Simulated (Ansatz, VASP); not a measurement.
**SiC in VASP and in Ansatz**

```
Si C
1.0
    -0.06436    2.17805    2.17805
     2.17805   -0.06436    2.17805
     2.11369    2.11369    0.00000
Si C
1 1
Direct
  0.99737 0.99737 0.00263
  0.25263 0.25263 0.24737
```

Change from the starting cell: shear_xy strain -5.9%.

Alike in both runs: task single point; functional PBE; k mesh 10 × 10 × 10; occupations fermi-dirac, width 0.02 eV; no spin polarisation.

|  | VASP | Ansatz |
| --- | --- | --- |
| version | VASP 6.6.1 | Ansatz 0.2.0 |
| potentials or method | VASP PAW PBE potentials, release 64 (Si, C) | plane waves, PAW |
| plane-wave cutoff (eV) | 520 | 420 |
| valence electrons in the cell | 8 | 8 |

|  | VASP | Ansatz | Ansatz less VASP |
| --- | --- | --- | --- |
| gap on the k mesh at the Fermi level (eV) | 0.89 | 0.90 | +0.005 |
| pressure (GPa) | 4.0 | 4.1 | +0.05 |
| traceless stress, the component that is largest in VASP (GPa) | 14.84 | 14.77 | -0.067 |
| rms of the force components (eV/Å) | 0.033 | 0.033 | +0.0004 |

Atom by atom the forces differ by 0.000 eV/Å (rms over components).
